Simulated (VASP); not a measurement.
Write the native input for VASP 6.6.1 that does the following.

```
Task                   : single point
Functional             : r2SCAN
Potentials or basis    : VASP PAW PBE potentials, release 64 (Nb_sv)
Cutoff                 : 520 eV
k mesh                 : 11 × 11 × 11
Occupations            : fermi-dirac, width 0.05 eV
Spin                   : no spin polarisation
Dipole correction      : no
Further INCAR settings : ALGO = Normal; EDIFF = 1e-06; NBANDS = 12
```

Nb:

```
Nb
1.0
     0.00000    2.11500    2.11500
     2.11500    0.00000    2.11500
     2.11500    2.11500    0.00000
Nb
1
Cartesian
  0.0000 0.0000 0.0000
```

These files were run (other wordings do the same):

POSCAR

```
Nb
1.0
    0.0000000000      2.1150000000      2.1150000000
    2.1150000000      0.0000000000      2.1150000000
    2.1150000000      2.1150000000      0.0000000000
Nb
1
Direct
    0.0000000000      0.0000000000      0.0000000000
```

INCAR.step1

```
PREC = Accurate ; ENCUT = 520
ISMEAR = -1 ; SIGMA = 0.05
LREAL = F ; LASPH = T
NELM = 80 ; NBANDS = 12
GGA = PE ; ALGO = Normal
EDIFF = 1E-4 ; LWAVE = T
LCHARG = F
```

INCAR.step2

```
PREC = Accurate ; ENCUT = 520
EDIFF = 1E-6 ; ISMEAR = -1
SIGMA = 0.05 ; LREAL = F
LASPH = T ; NELM = 80
ALGO = Normal ; ISIF = 2
LWAVE = F ; LCHARG = F
METAGGA = R2SCAN ; LMIXTAU = T
NBANDS = 12 ; ISTART = 1
```

KPOINTS

```
regular mesh
0
Gamma
  11 11 11
```

Potentials or basis: VASP PAW PBE potentials, release 64 (Nb_sv).

Run with:

```bash
$ cat potpaw_PBE.64/Nb_sv/POTCAR > POTCAR
$ cp INCAR.step1 INCAR
$ mpirun -np 1 vasp_std > vasp.out
$ cp INCAR.step2 INCAR
$ mpirun -np 1 vasp_std > vasp.out
```

It gave:

The pressure is -2.6 GPa.

Caveat: the PAW data sets were made with another functional, which shifts forces and pressure a little.

Wall time 85 s on 1 thread of AMD EPYC 7R13, on a shared host, peak memory 0.12 GiB.
